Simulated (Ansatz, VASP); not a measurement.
**One calculation of Te2Mo, two programs**

```
CELL_PARAMETERS angstrom
-3.56355 0.00000 0.00000
-1.78177 -3.08612 0.00000
0.00000 0.00000 14.42622
ATOMIC_POSITIONS crystal
Te 0.33333 0.33333 0.64155
Te 0.66667 0.66667 0.13116
Te 0.33333 0.33333 0.88964
Te 0.66667 0.66667 0.37924
Mo 0.33333 0.33333 0.25520
Mo 0.66667 0.66667 0.76560
```

Alike in both runs: task single point; functional r2SCAN; k mesh 9 × 9 × 2; occupations gaussian, width 0.05 eV; no spin polarisation.

|  | VASP | Ansatz |
| --- | --- | --- |
| version | VASP 6.6.1 | Ansatz 0.2.0 |
| potentials or method | VASP PAW PBE potentials, release 64 (Te, Mo_sv), cutoff 520 eV | scalar-relativistic, plane waves, PAW |
| valence electrons in the cell | 52 | 92 |

VASP gave:

```
gap on the k mesh at the Fermi level (eV)                     : 0.95
least direct gap on the mesh (eV)                             : 1.05
pressure (GPa)                                                : 0.3
traceless stress, the component that is largest in VASP (GPa) : 0.28
rms of the force components (eV/Å)                            : 0.018
```

Task: Which values does Ansatz return?

Result: gap on the k mesh at the Fermi level (eV): 0.96; least direct gap on the mesh (eV): 1.05; pressure (GPa): 0.2; traceless stress, the component that is largest in VASP (GPa): 0.22; rms of the force components (eV/Å): 0.025.

VASP's potentials were made for PBE, not for r2SCAN. Atom by atom the forces differ by 0.012 eV/Å (rms over components). With one functional, cell and mesh, what is left measures potentials, basis and numerics. VASP's potentials hold 52 valence electrons a cell and Ansatz's 92, so a difference there can come from the potentials and not from the codes.

Neither program's run includes spin-orbit coupling.
